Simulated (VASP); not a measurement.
Write the native input for VASP 6.6.1 that does the following.

```
Task                            : G0W0 quasiparticle levels
Functional                      : PBE
Potentials or basis             : VASP PAW PBE potentials, release 64 (Ba_sv_GW, F_GW)
Cutoff                          : 500 eV
k mesh                          : 4 × 4 × 4
Occupations                     : gaussian, width 0.01 eV
Spin                            : no spin polarisation
Dipole correction               : no
GW scheme                       : G0W0
GW iterations                   : 1
Cutoff of the response function : 150
Frequency points                : 96
Empty bands                     : 250
Further INCAR settings          : ALGO = EVGW0; EDIFF = 1e-08; NBANDS = 262
```

Crystal: BaF2.

```
CELL_PARAMETERS angstrom
0.00000 3.09716 3.12814
3.09716 0.00000 3.12814
3.09716 3.09716 0.00000
ATOMIC_POSITIONS crystal
Ba 0.00000 0.00000 0.00000
F 0.25000 0.25000 0.25000
F 0.75000 0.75000 0.75000
```

One way to write it, as run:

POSCAR

```
BaF2
1.0
    0.0000000000      3.0971637718      3.1281354095
    3.0971637718      0.0000000000      3.1281354095
    3.0971637718      3.0971637718      0.0000000000
Ba F
1 2
Direct
    0.0000000000      0.0000000000      0.0000000000
    0.2500000000      0.2500000000      0.2500000000
    0.7500000000      0.7500000000      0.7500000000
```

INCAR.step1

```
SYSTEM = BaF2
PREC     = Accurate       ! precision mode
ENCUT    = 500            ! plane-wave cutoff, eV
EDIFF    = 1E-8           ! SCF threshold, eV
ISMEAR   = 0              ! smearing method
SIGMA    = 0.01           ! smearing width, eV
LREAL    = .False.        ! projectors in reciprocal space
LASPH    = .True.         ! aspherical terms in the spheres
NELM     = 100            ! most SCF steps
ALGO     = Normal         ! electronic algorithm
LWAVE    = .True.         ! write WAVECAR
LCHARG   = .False.        ! write CHGCAR
GGA      = PE             ! functional
```

INCAR.step2

```
SYSTEM = BaF2
PREC     = Accurate       ! precision mode
ENCUT    = 500            ! plane-wave cutoff, eV
EDIFF    = 1E-8           ! SCF threshold, eV
ISMEAR   = 0              ! smearing method
SIGMA    = 0.01           ! smearing width, eV
LREAL    = .False.        ! projectors in reciprocal space
LASPH    = .True.         ! aspherical terms in the spheres
NELM     = 1              ! most SCF steps
ALGO     = Exact          ! electronic algorithm
LWAVE    = .True.         ! write WAVECAR
LCHARG   = .False.        ! write CHGCAR
GGA      = PE             ! functional
NBANDS   = 262            ! bands
LOPTICS  = .True.         ! frequency-dependent dielectric function
ISTART   = 1
```

INCAR.step3

```
SYSTEM = BaF2
PREC     = Accurate       ! precision mode
ENCUT    = 500            ! plane-wave cutoff, eV
EDIFF    = 1E-8           ! SCF threshold, eV
ISMEAR   = 0              ! smearing method
SIGMA    = 0.01           ! smearing width, eV
LREAL    = .False.        ! projectors in reciprocal space
LASPH    = .True.         ! aspherical terms in the spheres
ALGO     = EVGW0          ! electronic algorithm
LWAVE    = .False.        ! write WAVECAR
LCHARG   = .False.        ! write CHGCAR
GGA      = PE             ! functional
NELMGW   = 1            
NBANDS   = 262            ! bands
ENCUTGW  = 150.0          ! cutoff of the response function
NOMEGA   = 96             ! frequency points
PRECFOCK = Fast         
ISTART   = 1            
NBANDSGW = 20           
OMEGAMAX = 20
```

KPOINTS

```
regular mesh
0
Gamma
  4 4 4
  0 0 0
```

Potentials or basis: VASP PAW PBE potentials, release 64 (Ba_sv_GW, F_GW).

Command:

```bash
$ cat potpaw_PBE.64/Ba_sv_GW/POTCAR potpaw_PBE.64/F_GW/POTCAR > POTCAR
$ cp INCAR.step1 INCAR
$ mpirun -np 1 vasp_std > vasp.out
$ cp INCAR.step2 INCAR
$ mpirun -np 1 vasp_std > vasp.out
$ cp INCAR.step3 INCAR
$ mpirun -np 1 vasp_std > vasp.out
```

It gave:

```yaml
Quasiparticle_gap: 9.47 eV
Least_direct_quasiparticle_gap: 9.57 eV
Band_gap_of_the_starting_levels_on_the_mesh: 6.79 eV
Least_direct_gap_of_the_starting_levels_on_the_mesh: 6.87 eV
```

Caveat: the k points lie up to 0.44 Å⁻¹ apart; bands, screening cutoff and mesh are small and nothing is extrapolated, so the quasiparticle values aren't converged; spin-orbit coupling is left out, which moves the levels of the heavy elements.

Wall time 8.7 min on 1 thread of Intel(R) Xeon(R) 6975P-C (Granite Rapids), on a shared host, peak memory 0.95 GiB.
